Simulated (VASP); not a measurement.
# HfN (Cmcm) in VASP: notebook

HfN is run at these levels: LDA; tasks: single point.

All numbers are computed with VASP 6.6.1; they aren't measurements. Logs are shortened: lines on timing, memory, paths and dates and some standing lists are left out, and cuts for length are marked.

**1. The cell of the first run**

The structure is orthorhombic, space group Cmcm (No. 63). The conventional cell has a = 4.468 Å, b = 4.468 Å, c = 4.468 Å, α = 90.00°, β = 90.00°, γ = 90.00°. Hf (site symmetry m2m) has 6 N at 2.15 to 2.32 Å within 2.8 Å. Within 2.8 Å of N (site symmetry m2m) lie 6 Hf at 2.15 to 2.32 Å.

**2. Single point, LDA (mode 4 frozen in at -0.042 Å and mode 11 at -0.065 Å (largest displacements))**

Input file INCAR:

```
SYSTEM = HfN
ALGO     = Normal         ! electronic algorithm
EDIFF    = 1E-6           ! SCF threshold, eV
ENCUT    = 520            ! plane-wave cutoff, eV
GGA      = CA             ! functional
ISIF     = 2              ! what is computed and relaxed
ISMEAR   = 0              ! smearing method
LASPH    = .True.         ! aspherical terms in the spheres
LCHARG   = .False.        ! write CHGCAR
LREAL    = .False.        ! projectors in reciprocal space
LWAVE    = .False.        ! write WAVECAR
NBANDS   = 23             ! bands
NELM     = 60             ! most SCF steps
PREC     = Accurate       ! precision mode
SIGMA    = 0.15           ! smearing width, eV
```

Input file KPOINTS:

```
k-points
0
Gamma
  14 14 10
  0 0 0
```

Input file POSCAR:

```
HfN
1.0
    0.0000000000     -2.2339756809     -2.2339756809
    0.0000000000      2.2339756809     -2.2339756809
    4.4679513618      0.0000000000      0.0000000000
Hf N
2 2
Direct
    0.5100327557      0.4899672443      0.5000000000
   -0.0100327557      0.0100327557      0.0000000000
    0.5093403352      0.4906596648      0.0000000000
   -0.0093403352      0.0093403352      0.5000000000
```

Potentials or basis: VASP PAW LDA potentials, release 64 (Hf_pv, N).

On the command line:

```bash
cat potpaw_LDA.64/Hf_pv/POTCAR potpaw_LDA.64/N/POTCAR > POTCAR
mpirun -np 1 vasp_std > vasp.out
```

OUTCAR:

```text
SYSTEM = HfN
   EDIFF = 1E-6
   ENCUT = 520
   GGA = CA
   ISIF = 2
   ISMEAR = 0
   LASPH = .True.
   LREAL = .False.
   NELM = 60
   PREC = Accurate

 ion  position               nearest neighbor table
   1  0.510  0.490  0.500-   4 2.15   3 2.23   3 2.23   4 2.24   4 2.24   4 2.32   2 3.10   2 3.10
                             2 3.16   2 3.16   2 3.16   2 3.16   2 3.22   2 3.22
   2  0.990  0.010  0.000-   3 2.15   4 2.23   4 2.23   3 2.24   3 2.24   3 2.32   1 3.10   1 3.10
                             1 3.16   1 3.16   1 3.16   1 3.16   1 3.22   1 3.22
   3  0.509  0.491  0.000-   2 2.15   1 2.23   1 2.23   2 2.24   2 2.24   2 2.32
   4  0.991  0.009  0.500-   1 2.15   2 2.23   2 2.23   1 2.24   1 2.24   1 2.32

  LATTYP: Found a simple tetragonal cell.
 ALAT       =     3.1593187059
 C/A-ratio  =     1.4142135624

  Lattice vectors:

 A1 = (   0.0000000000,  -2.2339756809,  -2.2339756809)
 A2 = (   0.0000000000,   2.2339756809,  -2.2339756809)
 A3 = (   4.4679513618,   0.0000000000,   0.0000000000)

Analysis of symmetry for initial positions (statically):
=====================================================================
 Subroutine PRICEL returns:
 Original cell was already a primitive cell.

 Routine SETGRP: Setting up the symmetry group for a
 simple tetragonal supercell.

 Subroutine GETGRP returns: Found  8 space group operations
 (whereof  4 operations were pure point group operations)
 out of a pool of 16 trial point group operations.

The static configuration has the point symmetry C_2v.
 The point group associated with its full space group is D_2h.

Analysis of symmetry for dynamics (positions and initial velocities):
=====================================================================
 Subroutine PRICEL returns:
 Original cell was already a primitive cell.

 Routine SETGRP: Setting up the symmetry group for a
 simple tetragonal supercell.

 Subroutine GETGRP returns: Found  8 space group operations
 (whereof  4 operations were pure point group operations)
 out of a pool of 16 trial point group operations.

The dynamic configuration has the point symmetry C_2v.
 The point group associated with its full space group is D_2h.

 Subroutine INISYM returns: Found  8 space group operations
 (whereof  4 operations are pure point group operations),
 and found     1 'primitive' translations

----------------------------------------------------------------------------------------

                                     Primitive cell

  volume of cell :      44.5959

  direct lattice vectors                    reciprocal lattice vectors
     0.000000000 -2.233975681 -2.233975681     0.000000000 -0.223816223 -0.223816223
     0.000000000  2.233975681 -2.233975681     0.000000000  0.223816223 -0.223816223
     4.467951362  0.000000000  0.000000000     0.223816223  0.000000000  0.000000000

  length of vectors
     3.159318706  3.159318706  4.467951362     0.316523939  0.316523939  0.223816223

  position of ions in fractional coordinates (direct lattice)
     0.510032756  0.489967244  0.500000000
     0.989967244  0.010032756  0.000000000
     0.509340335  0.490659665  0.000000000
     0.990659665  0.009340335  0.500000000

  ion indices of the primitive-cell ions
   primitive index   ion index
                 1           1
                 2           2
                 3           3
                 4           4

----------------------------------------------------------------------------------------

 KPOINTS: k-points

Automatic generation of k-mesh.
 Grid dimensions read from file:
 generate k-points for:   14   14   10

 Generating k-lattice:

  Cartesian coordinates                     Fractional coordinates (reciprocal lattice)
     0.000000000 -0.015986873 -0.015986873     0.071428571  0.000000000  0.000000000
     0.000000000  0.015986873 -0.015986873     0.000000000  0.071428571  0.000000000
     0.022381622  0.000000000  0.000000000     0.000000000  0.000000000  0.100000000

  Length of vectors
     0.022608853  0.022608853  0.022381622

  Shift w.r.t. Gamma in fractional coordinates (k-lattice)
     0.000000000  0.000000000  0.000000000

 Subroutine IBZKPT returns following result:
 ===========================================

 Found    342 irreducible k-points:

 Following reciprocal coordinates:
            Coordinates               Weight
  0.000000  0.000000  0.000000      1.000000
  0.071429  0.000000  0.000000      4.000000
  0.142857  0.000000  0.000000      4.000000
  0.214286  0.000000  0.000000      4.000000
  0.285714  0.000000  0.000000      4.000000
  0.357143  0.000000  0.000000      4.000000
[... 16 lines left out ...]
 -0.142857  0.142857  0.000000      2.000000
  0.214286  0.142857  0.000000      4.000000
 [... further k-points ...]
   k-points           NKPTS =    342   k-points in BZ     NKDIM =    342   number of bands    NBANDS=     23
   number of dos      NEDOS =    301   number of ions     NIONS =      4
   total plane-waves  NPLWV =  20736
   dimension x,y,z NGX =    24 NGY =   24 NGZ =   36
   dimension x,y,z NGXF=    48 NGYF=   48 NGZF=   72
   ions per type =               2   2
   NGX,Y,Z   is equivalent  to a cutoff of  12.63, 12.63, 13.40 a.u.
   NGXF,Y,Z  is equivalent  to a cutoff of  25.26, 25.26, 26.79 a.u.
 SYSTEM =  HfN
   PREC   = accura    normal or accurate (medium, high low for compatibility)
   ISTART =      0    job   : 0-new  1-cont  2-samecut
   ICHARG =      2    charge: 1-file 2-atom 10-const
   ISPIN  =      1    spin polarized calculation?
   LNONCOLLINEAR =      F non collinear calculations
   LSORBIT =      F    spin-orbit coupling
   LASPH  =      T    aspherical Exc in radial PAW
   ENCUT  =  520.0 eV  38.22 Ry    6.18 a.u.   5.87  5.87  8.31*2*pi/ulx,y,z
   NELM   =     60;   NELMIN=  2; NELMDL= -5     # of ELM steps
   EDIFF  = 0.1E-05   stopping-criterion for ELM
   LREAL  =      F    real-space projection
   EDIFFG = 0.1E-04   stopping-criterion for IOM
   NSW    =      0    number of steps for IOM
   IBRION =     -1    ionic relax: 0-MD 1-quasi-New 2-CG
   NFREE  =      0    steps in history (QN), initial steepest desc. (CG)
   ISIF   =      2    stress and relaxation
   ISYM   =      2    0-nonsym 1-usesym 2-fastsym
   POTIM  = 0.5000    time-step for ionic-motion
   TEBEG  =    0.0;   TEEND  =   0.0 temperature during run
   PSTRESS=    0.0 pullay stress
   NELECT =      30.0000    total number of electrons
   NUPDOWN=      -1.0000    fix difference up-down
   EMIN   =  10.00;   EMAX   =-10.00  energy-range for DOS
   EFERMI =   0.00;   METHOD = LEGACY
   ISMEAR =     0;   SIGMA  =   0.15  broadening in eV -4-tet -1-fermi 0-gaus
   EFERMI_NEDOS =   21; number of points for ismear=-14 and -15
   IALGO  =     38    algorithm
   IMIX   =      4    mixing-type and parameters
     AMIX     =   0.40;   BMIX     =  1.00
     AMIX_MAG =   1.60;   BMIX_MAG =  1.00
  volume/ion in A,a.u.               =      11.15        75.24
  Fermi-wavevector in a.u.,A,eV,Ry     =   1.434444  2.710705 27.995735  2.057628
  Thomas-Fermi vector in A             =   2.553851
   LORBIT       =      0    0 simple, 1 ext, 2 COOP (PROOUT), +10 PAW based schemes
   GGA     = CA    functional components
   LHFCALC =     F    Hartree Fock is set to
   AEXX    =    0.0000 exact exchange contribution
   IVDW    =     0    specifies the selected vdW correction
   LEPSILON=     F    determine dielectric tensor
   LRPA    =     F    only Hartree local field effects (RPA)
 non-spin polarized calculation
 Gauss-broadening in eV      SIGMA  =   0.15
  energy-cutoff  :      520.00
  volume of cell :       44.60
 maximum number of plane-waves:      1240
   NGX = 11   NGY = 11   NGZ = 17

 number of electron      30.0000008 magnetization

 Free energy of the ion-electron system (eV)
  ---------------------------------------------------
  ext. energy  EPLUGINS =         0.00000000
  ---------------------------------------------------
  free energy    TOTEN  =       -47.65528553 eV

  energy without entropy =      -47.64092989  energy(sigma->0) =      -47.64810771

 E-fermi :   8.5043     XC(G=0): -13.1487

 val. band max:        8.4876723012   @ k =   0.2857   0.0714   0.2000
 cond. band min:       8.5147232911   @ k =   0.0714   0.0714   0.1000
 fundamental gap:      0.0270509899
 Fermi energy:         8.5042756031

 k-point     1 :       0.0000    0.0000    0.0000
  band No.  band energies     occupation
      1     -23.2187      2.00000
      2     -22.6658      2.00000
      3     -22.6488      2.00000
      4     -22.3057      2.00000
      5     -22.2971      2.00000
      6     -22.2919      2.00000
[... 15 lines left out ...]
     22      12.8325      0.00000
     23      14.4329      0.00000

 k-point     2 :       0.0714    0.0000    0.0000
  band No.  band energies     occupation
      1     -23.2053      2.00000
      2     -22.6863      2.00000
      3     -22.6476      2.00000
      4     -22.3400      2.00000
      5     -22.3014      2.00000
      6     -22.3010      2.00000
[... 15 lines left out ...]
     22      13.1200      0.00000
     23      13.9964      0.00000

 k-point     3 :       0.1429    0.0000    0.0000
  band No.  band energies     occupation
      1     -23.1660      2.00000
      2     -22.7593      2.00000
      3     -22.6270      2.00000
      4     -22.4447      2.00000
      5     -22.3281      2.00000
      6     -22.3035      2.00000
[... 15 lines left out ...]
     22      13.4972      0.00000
     23      13.8884      0.00000
[... 495 lines left out ...]
 k-point    23 :      -0.1429    0.1429    0.0000
  band No.  band energies     occupation
      1     -23.1169      2.00000
      2     -22.7590      2.00000
      3     -22.6976      2.00000
      4     -22.5171      2.00000
      5     -22.3647      2.00000
      6     -22.3597      2.00000
[... 15 lines left out ...]
     22      13.8528      0.00000
     23      14.1299      0.00000

 k-point    24 :       0.2143    0.1429    0.0000
  band No.  band energies     occupation
      1     -23.0594      2.00000
      2     -22.8574      2.00000
      3     -22.6688      2.00000
      4     -22.6301      2.00000
      5     -22.3986      2.00000
      6     -22.3923      2.00000
[... 15 lines left out ...]
     22      14.1951      0.00000
     23      14.3976      0.00000

 [... further k-points ...]

------------------------ aborting loop because EDIFF is reached ----------------------------------------

  FORCE on cell =-STRESS in cart. coord.  units (eV):
  Direction    XX          YY          ZZ          XY          YZ          ZX
  --------------------------------------------------------------------------------------
  -------------------------------------------------------------------------------------
  Total       -0.4158328      0.6905702     -0.2215964      0.0000000      0.0000000      0.0000000
  in kB      -14.9394278     24.8097892     -7.9611895      0.0000000      0.0000000      0.0000000
  external PRESSURE =       0.6363906 kB  Pullay stress =       0.0000000 kB

 VOLUME and BASIS-vectors are now :
 -----------------------------------------------------------------------------
  energy-cutoff  :      520.00
  volume of cell :       44.60
      direct lattice vectors                 reciprocal lattice vectors
     0.000000000 -2.233975681 -2.233975681     0.000000000 -0.223816223 -0.223816223
     0.000000000  2.233975681 -2.233975681     0.000000000  0.223816223 -0.223816223
     4.467951362  0.000000000  0.000000000     0.223816223  0.000000000  0.000000000

 POSITION                                       TOTAL-FORCE (eV/Angst)
 -----------------------------------------------------------------------------------
      2.23398     -0.04483     -2.23398         0.000000      1.147586      0.000000
      0.00000     -2.18915     -2.23398         0.000000     -1.147586      0.000000
      0.00000     -0.04173     -2.23398         0.000000      0.902713      0.000000
      2.23398     -2.19224     -2.23398         0.000000     -0.902713      0.000000
 -----------------------------------------------------------------------------------
    total drift:                                0.000000     -0.000000      0.000000

  FREE ENERGIE OF THE ION-ELECTRON SYSTEM (eV)
  ---------------------------------------------------
  free  energy   TOTEN  =       -47.6552855253 eV

  energy  without entropy=      -47.6409298870  energy(sigma->0) =      -47.64810771
```

Run time: 2.9 min. Hardware: 1 thread of Intel Xeon Platinum 8259CL at 2.50GHz (Skylake/Cascade Lake), shared host; peak memory 0.38 GiB.

Results:

| Quantity | Value |
| --- | --- |
| Free energy | -47.6553 eV |
| Pressure | 0.1 GPa |
| Largest force | 1.148 eV/Å |
| Band gap on the k mesh | zero (band 15 reaches 11.93 eV, above the bottom of band 16 at 5.07 eV) |

Forces in eV/Å, atoms in the order of the input:
```
Hf   0.000  1.148  0.000
Hf   0.000 -1.148  0.000
N    0.000  0.903  0.000
N    0.000 -0.903  0.000
```

Levels at points of the mesh, in eV from the Fermi level:
```
           k point  band 12  band 13  band 14  band 15  band 16  band 17  band 18  band 19
(0.00, 0.00, 0.00)    -3.66    -3.06    -3.02    -2.68    -0.42    -0.40    -0.24     1.97
(0.50, 0.00, 0.00)    -5.96    -5.36    -5.33     1.65     1.84     2.16     2.57     3.31
(0.50, 0.50, 0.00)    -3.98    -3.66    -3.63    -3.62    -3.43     4.09     4.24     5.73
(0.00, 0.00, 0.50)    -4.12    -3.88    -3.88    -2.27    -2.27     2.92     2.92     3.33
(0.50, 0.00, 0.50)    -6.34    -6.32    -6.32     3.42     3.42     3.78     3.78     3.84
(0.50, 0.50, 0.50)    -5.44    -5.38    -5.38     1.16     1.16     1.17     1.17     5.76
```

Caveat: the cell differs from its parent crystal (mode 4 frozen in at -0.042 Å and mode 11 at -0.065 Å (largest displacements)); spin-orbit coupling is left out, which moves the levels of the heavy elements; forces of over 1 eV/Å act on the atoms, so gaps and moduli don't describe the material at rest.

**3. Single point, LDA (mode 4 frozen in at -0.042 Å and mode 11 at -0.022 Å (largest displacements))**

Input file INCAR:

```
SYSTEM = HfN
PREC = Accurate
ENCUT = 520
EDIFF = 1E-6
ISMEAR = 0
SIGMA = 0.15
LREAL = .FALSE.
LASPH = .TRUE.
NELM = 60
ALGO = Normal
ISIF = 2
LWAVE = .FALSE.
LCHARG = .FALSE.
GGA = CA
NBANDS = 23
```

Input file KPOINTS:

```
regular mesh
0
G
  14 14 10
  0 0 0
```

Input file POSCAR:

```
HfN
1.0
    0.0000000000     -2.2339756809     -2.2339756809
    0.0000000000      2.2339756809     -2.2339756809
    4.4679513618      0.0000000000      0.0000000000
Hf N
2 2
Direct
    0.5096114305      0.4903885695      0.5000000000
   -0.0096114305      0.0096114305      0.0000000000
    0.4996490927      0.5003509073      0.0000000000
    0.0003509073     -0.0003509073      0.5000000000
```

Potentials or basis: VASP PAW LDA potentials, release 64 (Hf_pv, N).

On the command line:

```bash
cat potpaw_LDA.64/Hf_pv/POTCAR potpaw_LDA.64/N/POTCAR > POTCAR
mpirun -np 1 vasp_std > vasp.out
```

It took 2.9 min on 1 thread of Intel Xeon Platinum 8259CL at 2.50GHz (Skylake/Cascade Lake), shared host; peak memory 0.38 GiB.

Results (log left out):

- Free energy: -47.7096 eV
- Pressure: -0.8 GPa
- Largest force: 0.796 eV/Å
- Band gap on the k mesh: zero (band 15 reaches 11.93 eV, above the bottom of band 16 at 4.88 eV)

Forces on the atoms (eV/Å):
```
Hf   0.000  0.796  0.000
Hf   0.000 -0.796  0.000
N    0.000  0.273  0.000
N    0.000 -0.273  0.000
```

Stress tensor (GPa, compression positive):
```
-1.52  0.00  0.00
 0.00 -0.01  0.00
 0.00  0.00 -0.92
```

Levels at points of the mesh, in eV from the Fermi level:
```csv
k point,band 12,band 13,band 14,band 15,band 16,band 17,band 18,band 19
"(0.00, 0.00, 0.00)",-3.62,-3.01,-3.00,-2.93,-0.41,-0.40,-0.35,1.99
"(0.50, 0.00, 0.00)",-5.94,-5.46,-5.19,1.63,1.80,2.19,2.61,3.29
"(0.50, 0.50, 0.00)",-3.96,-3.64,-3.62,-3.62,-3.61,4.20,4.24,5.74
"(0.00, 0.00, 0.50)",-3.92,-3.84,-3.84,-2.47,-2.47,3.00,3.00,3.33
"(0.50, 0.00, 0.50)",-6.32,-6.32,-6.32,3.43,3.43,3.78,3.78,3.83
"(0.50, 0.50, 0.50)",-5.43,-5.41,-5.41,1.16,1.16,1.17,1.17,5.77
```

Caveat: the cell differs from its parent crystal (mode 4 frozen in at -0.042 Å and mode 11 at -0.022 Å (largest displacements)); spin-orbit coupling is left out, which moves the levels of the heavy elements.

(Part 1 of 2 ends here.)
